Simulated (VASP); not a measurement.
Wanted: the native input for a VASP 6.6.1 run.

| Property | Result |
| --- | --- |
| Task | electric field gradients |
| Functional | PBE |
| Potentials or basis | VASP PAW PBE potentials, release 64 (Pb_d, S) |
| Cutoff | 520 eV |
| k mesh | 7 × 7 × 2 |
| Occupations | fermi-dirac, width 0.02 eV |
| Spin | no spin polarisation |
| Dipole correction | no |
| Further INCAR settings | ALGO = Normal; EDIFF = 1e-08; NBANDS = 28; ISYM = 0 |

The structure of PbS lies in POSCAR:

```
PbS
1.0
    2.9851277291     -2.9847140400      0.0000000000
    2.9851277291      2.9847140400      0.0000000000
   -1.2665019442      0.0000000000     16.5175013577
Pb S
2 2
Direct
    0.2324266300      0.2324266300      0.9137739700
    0.7675733700      0.7675733700      0.0862260300
    0.7339949200      0.7339949200      0.9251565100
    0.2660050800      0.2660050800      0.0748434900
```

One way to write it, as run:

INCAR

```
SYSTEM = PbS
ALGO = Normal ; EDIFF = 1E-8
ENCUT = 520 ; GGA = PE
ISIF = 2 ; ISMEAR = -1
ISYM = 0 ; LASPH = .True.
LCHARG = .False. ; LEFG = .True.
LREAL = .False. ; LWAVE = .False.
NBANDS = 28 ; NELM = 100
PREC = Accurate ; SIGMA = 0.02
```

KPOINTS

```
k-points
0
Gamma
  7 7 2
  0 0 0
```

Potentials or basis: VASP PAW PBE potentials, release 64 (Pb_d, S).

Run with:

```bash
$ cat potpaw_PBE.64/Pb_d/POTCAR potpaw_PBE.64/S/POTCAR > POTCAR
$ mpirun -np 1 vasp_std > vasp.out
```

It gave:

```json
{
  "Largest force": "0.172 eV/Å",
  "Band gap on the k mesh": "1.74 eV",
  "Largest electric field gradient by atom": "Pb -262.5; S -0.4 V/Å²"
}
```

Caveat: there is no dipole correction, which matters where the two faces differ; without QUAD_EFG the Cq values of the log hold for a quadrupole moment of 1 mb, not for the nuclei; spin-orbit coupling is left out, which moves the levels of the heavy elements.

Wall time 5.9 min on 1 thread of Intel(R) Xeon(R) Platinum 8488C (Sapphire Rapids), with other jobs on the host, peak memory 0.57 GiB.
